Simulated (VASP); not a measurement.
Set up this calculation in VASP 6.6.1, as the native input.

| Quantity | Value |
| --- | --- |
| Task | single point |
| Functional | LDA |
| Potentials or basis | VASP PAW LDA potentials, release 64 (Al, Au) |
| Cutoff | 520 eV |
| k mesh | 9 × 9 × 9 |
| Occupations | methfessel-paxton, width 0.1 eV |
| Spin | no spin polarisation |
| Dipole correction | no |
| Further INCAR settings | ALGO = Normal; EDIFF = 1e-06; NBANDS = 14 |

The structure of AlAu lies in POSCAR:

```
AlAu
1.0
    3.1581287985      0.0000000000      0.0000000000
    0.0000000000      3.1581287985      0.0000000000
    0.0000000000      0.0000000000      3.1581287985
Al Au
1 1
Direct
    0.0000000000      0.0000000000      0.0000000000
    0.5000000000      0.5000000000      0.5000000000
```

One way to write it, as run:

INCAR

```
SYSTEM = AlAu
PREC     = Accurate       ! precision mode
ENCUT    = 520            ! plane-wave cutoff, eV
EDIFF    = 1E-6           ! SCF threshold, eV
ISMEAR   = 1              ! smearing method
SIGMA    = 0.1            ! smearing width, eV
LREAL    = .False.        ! projectors in reciprocal space
LASPH    = .True.         ! aspherical terms in the spheres
NELM     = 60             ! most SCF steps
ALGO     = Normal         ! electronic algorithm
ISIF     = 2              ! what is computed and relaxed
LWAVE    = .False.        ! write WAVECAR
LCHARG   = .False.        ! write CHGCAR
NBANDS   = 14             ! bands
```

KPOINTS

```
Automatic mesh
0
Gamma
  9 9 9
  0 0 0
```

Potentials or basis: VASP PAW LDA potentials, release 64 (Al, Au).

Run with:

```console
$ cat potpaw_LDA.64/Al/POTCAR potpaw_LDA.64/Au/POTCAR > POTCAR
$ mpirun -np 1 vasp_std > vasp.out
```

It gave:

```json
{
 "Pressure": "-0.8 GPa",
 "Band gap on the k mesh": "zero (band 7 reaches 13.12 eV, above the bottom of band 8 at 9.49 eV)"
}
```

Caveat: spin-orbit coupling is left out, which moves the levels of the heavy elements.

Wall time 4.2 s on 1 thread of AMD EPYC 9R45 (Zen 5) (shared host), peak memory 0.11 GiB.
